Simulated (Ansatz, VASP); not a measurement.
**One calculation of PtS2, two programs**

File INCAR:

```
SYSTEM = PtS2
PREC     = Accurate       ! precision mode
ENCUT    = 520            ! plane-wave cutoff, eV
EDIFF    = 1E-6           ! SCF threshold, eV
ISMEAR   = 0              ! smearing method
SIGMA    = 0.02           ! smearing width, eV
LREAL    = .False.        ! projectors in reciprocal space
LASPH    = .True.         ! aspherical terms in the spheres
NELM     = 60             ! most SCF steps
ALGO     = Normal         ! electronic algorithm
ISIF     = 2              ! what is computed and relaxed
LWAVE    = .False.        ! write WAVECAR
LCHARG   = .True.         ! write CHGCAR
LDIPOL   = .True.       
IDIPOL   = 3            
DIPOL    = 0.5 0.5 0.500
GGA      = PE             ! functional
IVDW     = 12             ! dispersion correction
LELF     = .True.         ! ELF
LVHAR    = .True.       
LVACPOTAV= .True.       
NBANDS   = 18             ! bands
```

The input KPOINTS:

```
regular mesh
0
Gamma
  9 9 1
  0 0 0
```

Contents of POSCAR:

```
PtS2
1.0
    3.4000000000      0.0000000000      0.0000000000
   -1.7000000000      2.9444863729      0.0000000000
    0.0000000000      0.0000000000     30.8254864268
S Pt
2 1
Direct
    0.6666666667      0.3333333333      0.4597086650
    0.3333333333      0.6666666667      0.5402913350
    0.0000000000      0.0000000000      0.5000000000
```

Input for Ansatz:

```yaml
crystal:
  lattice:
    - [3.4, 0.0, 0.0]
    - [-1.7, 2.9444863729, 0.0]
    - [0.0, 0.0, 30.8254864268]
  atoms:
    - { symbol: S, position: [0.6666666667, 0.3333333333, 0.459708665] }
    - { symbol: Pt, position: [0.0, 0.0, 0.5] }
    - { symbol: S, position: [0.3333333333, 0.6666666667, 0.540291335] }
  periodic: [true, true, false]
basis:
  ecutwfc: 420
kpoints:
  mp_grid: { grid: [9, 9, 1] }
hamiltonian:
  xc: pbe
  dispersion: d3bj
scf:
  occupations: { method: gaussian, width: 0.02 }
output:
  forces: true
  stress: true
  eigenvalues: true
```

Alike in both runs: task single point; functional PBE; dispersion D3(BJ); k mesh 9 × 9 × 1; occupations gaussian, width 0.02 eV; no spin polarisation.

|  | VASP | Ansatz |
| --- | --- | --- |
| version | VASP 6.6.1 | Ansatz 0.2.0 |
| potentials or method | VASP PAW PBE potentials, release 64 (S, Pt), cutoff 520 eV | scalar-relativistic, plane waves, PAW |
| valence electrons in the cell | 22 | 30 |

|  | VASP | Ansatz | Ansatz less VASP |
| --- | --- | --- | --- |
| gap on the k mesh at the Fermi level (eV) | 1.95 | 1.95 | 0.000 |
| least direct gap on the mesh (eV) | 2.04 | 2.04 | -0.002 |
| rms of the force components (eV/Å) | 0.568 | 0.592 | +0.0237 |

VASP's potentials hold 22 valence electrons a cell and Ansatz's 30, so a difference there can come from the potentials and not from the codes.

Spin-orbit coupling is off throughout.
